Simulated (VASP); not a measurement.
The system is KI.

```
K I
1.0
     4.45185    0.00000    0.00000
     0.00000    4.45185    0.00000
     0.00000    0.00000    4.26797
K I
1 1
Direct
  0.00000 0.00000 0.00000
  0.50000 0.50000 0.50000
```

This cell differs from its parent crystal: epitaxial xy strain +3.8%.

Base run:

| Quantity | Value |
| --- | --- |
| Program | VASP 6.6.1 |
| Functional | r2SCAN |
| Potentials or basis | VASP PAW PBE potentials, release 64 (K_sv, I) |
| Cutoff | 550 eV |
| k mesh | 6 × 6 × 6 |
| Occupations | gaussian, width 0.01 eV |
| Spin | no spin polarisation |

Its results: band gap on the k mesh 3.68 eV (least direct gap 3.97 eV); pressure -0.8 GPa.

Q: The run is repeated on the same cell with these changes: functional from r2SCAN to PBE; cutoff from 550 eV to 500 eV; occupations from gaussian, width 0.01 eV to fermi-dirac, width 0.02 eV. What comes out?

A: Band gap on the k mesh 3.00 eV (least direct gap 3.29 eV); pressure -0.3 GPa.

Caveats: spin-orbit coupling is left out, which moves the levels of the heavy elements; the PAW data sets were made with another functional, which shifts forces and pressure a little (at least some runs).

A k mesh can miss the band edges.
